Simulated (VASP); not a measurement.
# Sc3C (Fm-3m) in VASP: a series of runs

Runs on Sc3C. Level: PBE. Tasks: single point, relaxation of cell and atoms.

Program: VASP 6.6.1. These are calculated values, not measurements. Logs are shortened: lines on timing, memory, paths and dates and some standing lists are left out, and cuts for length are marked.

## 1. The cell of the first run

Symmetry: Fm-3m, No. 225, cubic system. The conventional cell has a = 6.400 Å, b = 6.400 Å, c = 6.400 Å, α = 90.00°, β = 90.00°, γ = 90.00°. Sc (site symmetry -43m) has 10 Sc at 2.77 to 3.20 Å and 4 C at 2.77 Å within 3.7 Å. Sc (site symmetry m-3m) has 8 Sc at 2.77 Å and 6 C at 3.20 Å within 3.7 Å. C (site symmetry m-3m) has 14 Sc at 2.77 to 3.20 Å within 3.7 Å.

The cell was built from a structure type or drawn by symmetry, and may not be a known phase.

## 2. Single point, PBE

File INCAR:

```
SYSTEM = Sc3C
PREC = Accurate
ENCUT = 600
EDIFF = 1E-6
ISMEAR = 0
SIGMA = 0.1
LREAL = .False.
LASPH = .True.
NELM = 120
ALGO = Normal
ISIF = 2
LWAVE = .False.
LCHARG = .False.
GGA = PE
NBANDS = 26
GGA_COMPAT = .False.
```

File KPOINTS:

```
regular mesh
0
Gamma
  6 6 6
  0 0 0
```

File POSCAR:

```
Sc3C
1.0
    0.0000000000      3.2000167000      3.2000167000
    3.2000167000      0.0000000000      3.2000167000
    3.2000167000      3.2000167000      0.0000000000
Sc C
3 1
Direct
    0.2500000000      0.2500000000      0.2500000000
    0.0000000000      0.0000000000      0.0000000000
    0.7500000000      0.7500000000      0.7500000000
    0.5000000000      0.5000000000      0.5000000000
```

Potentials or basis: VASP PAW PBE potentials, release 64 (Sc_sv, C).

Command:

```sh
$ cat potpaw_PBE.64/Sc_sv/POTCAR potpaw_PBE.64/C/POTCAR > POTCAR
$ mpirun -np 1 vasp_std > vasp.out
```

OUTCAR:

```text
SYSTEM = Sc3C
   PREC = Accurate
   ENCUT = 600
   EDIFF = 1E-6
   ISMEAR = 0
   LREAL = .False.
   LASPH = .True.
   NELM = 120
   ISIF = 2
   GGA = PE

 ion  position               nearest neighbor table
   1  0.250  0.250  0.250-   2 2.77   2 2.77   2 2.77   2 2.77   3 3.20   3 3.20   3 3.20   3 3.20
                             3 3.20   3 3.20
   2  0.000  0.000  0.000-   1 2.77   3 2.77   3 2.77   3 2.77   3 2.77   1 2.77   1 2.77   1 2.77

   3  0.750  0.750  0.750-   2 2.77   2 2.77   2 2.77   2 2.77   1 3.20   1 3.20   1 3.20   1 3.20
                             1 3.20   1 3.20
   4  0.500  0.500  0.500-

  LATTYP: Found a face centered cubic cell.
 ALAT       =     6.4000334000

  Lattice vectors:

 A1 = (   0.0000000000,   3.2000167000,   3.2000167000)
 A2 = (   3.2000167000,   0.0000000000,   3.2000167000)
 A3 = (   3.2000167000,   3.2000167000,   0.0000000000)

Analysis of symmetry for initial positions (statically):
=====================================================================
 Subroutine PRICEL returns:
 Original cell was already a primitive cell.

 Routine SETGRP: Setting up the symmetry group for a
 face centered cubic supercell.

 Subroutine GETGRP returns: Found 48 space group operations
 (whereof 48 operations were pure point group operations)
 out of a pool of 48 trial point group operations.

The static configuration has the point symmetry O_h .

Analysis of symmetry for dynamics (positions and initial velocities):
=====================================================================
 Subroutine PRICEL returns:
 Original cell was already a primitive cell.

 Routine SETGRP: Setting up the symmetry group for a
 face centered cubic supercell.

 Subroutine GETGRP returns: Found 48 space group operations
 (whereof 48 operations were pure point group operations)
 out of a pool of 48 trial point group operations.

The dynamic configuration has the point symmetry O_h .

 Subroutine INISYM returns: Found 48 space group operations
 (whereof 48 operations are pure point group operations),
 and found     1 'primitive' translations

----------------------------------------------------------------------------------------

                                     Primitive cell

  volume of cell :      65.5370

[... 79 lines left out ...]
   LSORBIT =      F    spin-orbit coupling
   LASPH  =      T    aspherical Exc in radial PAW
   ENCUT  =  600.0 eV  44.10 Ry    6.64 a.u.   9.04  9.04  9.04*2*pi/ulx,y,z
   NELM   =    120;   NELMIN=  2; NELMDL= -5     # of ELM steps
   EDIFF  = 0.1E-05   stopping-criterion for ELM
   LREAL  =      F    real-space projection
   EDIFFG = 0.1E-04   stopping-criterion for IOM
   NSW    =      0    number of steps for IOM
   IBRION =     -1    ionic relax: 0-MD 1-quasi-New 2-CG
   NFREE  =      0    steps in history (QN), initial steepest desc. (CG)
   ISIF   =      2    stress and relaxation
   ISYM   =      2    0-nonsym 1-usesym 2-fastsym
   POTIM  = 0.5000    time-step for ionic-motion
   TEBEG  =    0.0;   TEEND  =   0.0 temperature during run
   PSTRESS=    0.0 pullay stress
   NELECT =      37.0000    total number of electrons
   NUPDOWN=      -1.0000    fix difference up-down
   EMIN   =  10.00;   EMAX   =-10.00  energy-range for DOS
   EFERMI =   0.00;   METHOD = LEGACY
   ISMEAR =     0;   SIGMA  =   0.10  broadening in eV -4-tet -1-fermi 0-gaus
   EFERMI_NEDOS =   21; number of points for ismear=-14 and -15
   IALGO  =     38    algorithm
   IMIX   =      4    mixing-type and parameters
     AMIX     =   0.40;   BMIX     =  1.00
     AMIX_MAG =   1.60;   BMIX_MAG =  1.00
  volume/ion in A,a.u.               =      16.38       110.57
  Fermi-wavevector in a.u.,A,eV,Ry     =   1.353048  2.556890 24.908710  1.830739
  Thomas-Fermi vector in A             =   2.480336
   LORBIT       =      0    0 simple, 1 ext, 2 COOP (PROOUT), +10 PAW based schemes
   GGA     = PE    functional components
   LHFCALC =     F    Hartree Fock is set to
   AEXX    =    0.0000 exact exchange contribution
   IVDW    =     0    specifies the selected vdW correction
   LEPSILON=     F    determine dielectric tensor
   LRPA    =     F    only Hartree local field effects (RPA)
 non-spin polarized calculation
 Gauss-broadening in eV      SIGMA  =   0.10
  energy-cutoff  :      600.00
  volume of cell :       65.54
 maximum number of plane-waves:      2202
   NGX = 19   NGY = 19   NGZ = 19

 number of electron      37.0000007 magnetization

 Free energy of the ion-electron system (eV)
  ---------------------------------------------------
  ext. energy  EPLUGINS =         0.00000000
  ---------------------------------------------------
  free energy    TOTEN  =       -24.04073268 eV

  energy without entropy =      -23.99057583  energy(sigma->0) =      -24.01565425

 E-fermi :   5.5046     XC(G=0): -11.0442

 val. band max:        5.5025160678   @ k =   0.1667   0.1667   0.0000
 cond. band min:       5.5050290256   @ k =   0.5000   0.0000   0.0000
 fundamental gap:      0.0025129577
 Fermi energy:         5.5046450566

 k-point     1 :       0.0000    0.0000    0.0000
  band No.  band energies     occupation
      1     -43.6750      2.00000
      2     -43.3962      2.00000
      3     -43.2993      2.00000
      4     -22.5015      2.00000
      5     -22.5015      2.00000
      6     -22.5015      2.00000
[... 453 lines left out ...]
     25       8.1243      0.00000
     26       8.3556      0.00000

------------------------ aborting loop because EDIFF is reached ----------------------------------------

  FORCE on cell =-STRESS in cart. coord.  units (eV):
  Direction    XX          YY          ZZ          XY          YZ          ZX
  --------------------------------------------------------------------------------------
  -------------------------------------------------------------------------------------
  Total        0.5718074      0.5718074      0.5718074     -0.0000000     -0.0000000      0.0000000
  in kB       13.9789196     13.9789196     13.9789196     -0.0000000     -0.0000000      0.0000000
  external PRESSURE =      13.9789196 kB  Pullay stress =       0.0000000 kB

 VOLUME and BASIS-vectors are now :
 -----------------------------------------------------------------------------
  energy-cutoff  :      600.00
  volume of cell :       65.54
      direct lattice vectors                 reciprocal lattice vectors
     0.000000000  3.200016700  3.200016700    -0.156249185  0.156249185  0.156249185
     3.200016700  0.000000000  3.200016700     0.156249185 -0.156249185  0.156249185
     3.200016700  3.200016700  0.000000000     0.156249185  0.156249185 -0.156249185

 POSITION                                       TOTAL-FORCE (eV/Angst)
 -----------------------------------------------------------------------------------
      1.60001      1.60001      1.60001        -0.000000     -0.000000     -0.000000
      0.00000      0.00000      0.00000         0.000000      0.000000      0.000000
      4.80003      4.80003      4.80003         0.000000      0.000000     -0.000000
      3.20002      3.20002      3.20002         0.000000      0.000000      0.000000
 -----------------------------------------------------------------------------------
    total drift:                                0.000000      0.000000      0.000000

  FREE ENERGIE OF THE ION-ELECTRON SYSTEM (eV)
  ---------------------------------------------------
  free  energy   TOTEN  =       -24.0407326787 eV

  energy  without entropy=      -23.9905758253  energy(sigma->0) =      -24.01565425
```

OSZICAR:

```text
N       E                     dE             d eps       ncg     rms          rms(c)
DAV:   1     0.616571311987E+03    0.61657E+03   -0.17779E+04   832   0.170E+03
DAV:   2     0.151802357494E+02   -0.60139E+03   -0.59319E+03  1048   0.668E+02
DAV:   3    -0.250885141365E+02   -0.40269E+02   -0.39526E+02  1386   0.205E+02
DAV:   4    -0.270088533677E+02   -0.19203E+01   -0.18495E+01  1382   0.385E+01
DAV:   5    -0.270700530288E+02   -0.61200E-01   -0.60638E-01  1400   0.747E+00    0.130E+01
DAV:   6    -0.248301744289E+02    0.22399E+01   -0.25116E+01  1390   0.295E+01    0.628E+00
DAV:   7    -0.241335145878E+02    0.69666E+00   -0.28697E+00  1384   0.156E+01    0.367E+00
DAV:   8    -0.240710434821E+02    0.62471E-01   -0.85718E-01  1278   0.848E+00    0.185E+00
DAV:   9    -0.240447407229E+02    0.26303E-01   -0.12580E-01  1248   0.395E+00    0.480E-01
DAV:  10    -0.240444985897E+02    0.24213E-03   -0.70825E-02  1320   0.141E+00    0.466E-01
DAV:  11    -0.240410197805E+02    0.34788E-02   -0.31531E-02  1368   0.124E+00    0.118E-01
DAV:  12    -0.240407524317E+02    0.26735E-03   -0.33069E-03  1368   0.506E-01    0.339E-02
DAV:  13    -0.240407325996E+02    0.19832E-04   -0.23188E-04  1408   0.159E-01    0.476E-03
DAV:  14    -0.240407325097E+02    0.89919E-07   -0.19867E-05  1360   0.358E-02    0.361E-03
DAV:  15    -0.240407326787E+02   -0.16898E-06   -0.13727E-06   760   0.150E-02
   1 F= -.24040733E+02 E0= -.24015654E+02  d E =-.501569E-01
```

stdout:

```text
POSCAR found type information on POSCAR ScC
 POSCAR found :  2 types and       4 ions
 scaLAPACK will be used
 LDA part: xc-table for (Slater+PW92), standard interpolation
 POSCAR, INCAR and KPOINTS ok, starting setup
 FFT: planning ... GRIDC
 FFT: planning ... GRID_SOFT
 FFT: planning ... GRID
 WAVECAR not read
 entering main loop
```

Wall time 20 s (1 thread of Intel Xeon 6975P-C (Granite Rapids), shared host); peak memory 0.2 GiB.

What came out:

| Quantity | Value |
| --- | --- |
| Free energy | -24.0407 eV |
| Pressure | 1.4 GPa |
| Band gap on the k mesh | zero (an odd number of electrons rules out a gap without spin polarisation) |

## 3. Single point, PBE

This run uses another cell than the first one, of 16.67 Å³/atom.

File INCAR:

```
SYSTEM = Sc3C
PREC     = Accurate       ! precision mode
ENCUT    = 600            ! plane-wave cutoff, eV
EDIFF    = 1E-6           ! SCF threshold, eV
ISMEAR   = 0              ! smearing method
SIGMA    = 0.1            ! smearing width, eV
LREAL    = .False.        ! projectors in reciprocal space
LASPH    = .True.         ! aspherical terms in the spheres
NELM     = 120            ! most SCF steps
ALGO     = Normal         ! electronic algorithm
ISIF     = 2              ! what is computed and relaxed
LWAVE    = .False.        ! write WAVECAR
LCHARG   = .False.        ! write CHGCAR
GGA      = PE             ! functional
NBANDS   = 26             ! bands
GGA_COMPAT= .False.
```

File KPOINTS:

```
Automatic mesh
0
Gamma
  12 12 12
  0 0 0
```

File POSCAR:

```
Sc3C
1.0
    0.0000000000      3.2183766966      3.2183766966
    3.2183766966      0.0000000000      3.2183766966
    3.2183766966      3.2183766966      0.0000000000
Sc C
3 1
Direct
    0.2500000000      0.2500000000      0.2500000000
    0.0000000000      0.0000000000      0.0000000000
    0.7500000000      0.7500000000      0.7500000000
    0.5000000000      0.5000000000      0.5000000000
```

Potentials or basis: VASP PAW PBE potentials, release 64 (Sc_sv, C).

Command:

```sh
$ cat potpaw_PBE.64/Sc_sv/POTCAR potpaw_PBE.64/C/POTCAR > POTCAR
$ mpirun -np 1 vasp_std > vasp.out
```

It took 68 s on 1 thread of Intel Xeon 6975P-C (Granite Rapids), shared host; peak memory 0.29 GiB.

It converged, with:

- Free energy: -24.0606 eV
- Pressure: 0.2 GPa
- Band gap on the k mesh: zero (an odd number of electrons rules out a gap without spin polarisation)

Levels at points of the mesh, in eV from the Fermi level:
| k point | band 15 | band 16 | band 17 | band 18 | band 19 | band 20 | band 21 | band 22 | band 23 | band 24 |
| --- | --- | --- | --- | --- | --- | --- | --- | --- | --- | --- |
| (0.00, 0.00, 0.00) | -2.47 | -2.47 | -1.36 | -1.36 | -1.25 | 0.48 | 0.48 | 0.48 | 3.24 | 3.24 |
| (0.50, 0.00, 0.00) | -2.64 | -2.64 | -0.01 | 0.01 | 0.01 | 0.72 | 0.72 | 1.22 | 2.00 | 2.00 |
| (0.50, 0.50, 0.00) | -1.89 | -1.89 | -1.55 | -1.33 | 0.33 | 0.33 | 0.36 | 1.49 | 1.70 | 2.13 |

[end of part 1 of 2]
